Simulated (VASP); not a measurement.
Here is a VASP 6.6.1 calculation.

Contents of POSCAR:

```
C
1.0
   -2.3926722501      2.3926722501      2.3926722501
    2.3926722501     -2.3926722501      2.3926722501
    2.3926722501      2.3926722501     -2.3926722501
C
8
Direct
    0.3254551632      0.0000000000      0.0000000000
    0.6745448368      0.6745448368      0.6745448368
    0.0000000000      0.3254551632      0.0000000000
    0.0000000000      0.0000000000      0.3254551632
    0.0000000000      0.6745448368      0.0000000000
    0.3254551632      0.3254551632      0.3254551632
    0.6745448368      0.0000000000      0.0000000000
    0.0000000000      0.0000000000      0.6745448368
```

INCAR.step1

```
SYSTEM = C
  PREC = Accurate
  ENCUT = 520
  ISMEAR = 0
  SIGMA = 0.05
  LREAL = .FALSE.
  LASPH = .TRUE.
  NELM = 60
  NBANDS = 26
  GGA = PE
  ALGO = Normal
  EDIFF = 1E-4
  LWAVE = .TRUE.
  LCHARG = .FALSE.
```

The input INCAR.step2:

```
SYSTEM = C
  PREC = Accurate
  ENCUT = 520
  EDIFF = 1E-7
  ISMEAR = 0
  SIGMA = 0.05
  LREAL = .FALSE.
  LASPH = .TRUE.
  NELM = 60
  ALGO = Normal
  ISIF = 2
  LWAVE = .FALSE.
  LCHARG = .TRUE.
  METAGGA = R2SCAN
  LMIXTAU = .TRUE.
  LELF = .TRUE.
  LVHAR = .TRUE.
  NBANDS = 26
  ISTART = 1
```

The input KPOINTS:

```
regular mesh
0
G
  8 8 8
  0 0 0
```

Potentials or basis: VASP PAW PBE potentials, release 64 (C).

Run with:

```bash
$ cat potpaw_PBE.64/C/POTCAR > POTCAR
$ cp INCAR.step1 INCAR
$ mpirun -np 1 vasp_std > vasp.out
$ cp INCAR.step2 INCAR
$ mpirun -np 1 vasp_std > vasp.out
```

(1) What does it give for the largest force?

(2) What does it give for the pressure?

(3) Predict the band gap on the k mesh.

## Answers

(1) 0.300 eV/Å.

(2) 17.2 GPa.

(3) 3.27 eV (least direct gap 4.14 eV).

Caveat: the cell differs from its parent crystal (strain -0.015 along x and y, -0.015 along z); the cell stands under pressure; the PAW data sets were made with another functional, which shifts forces and pressure a little.
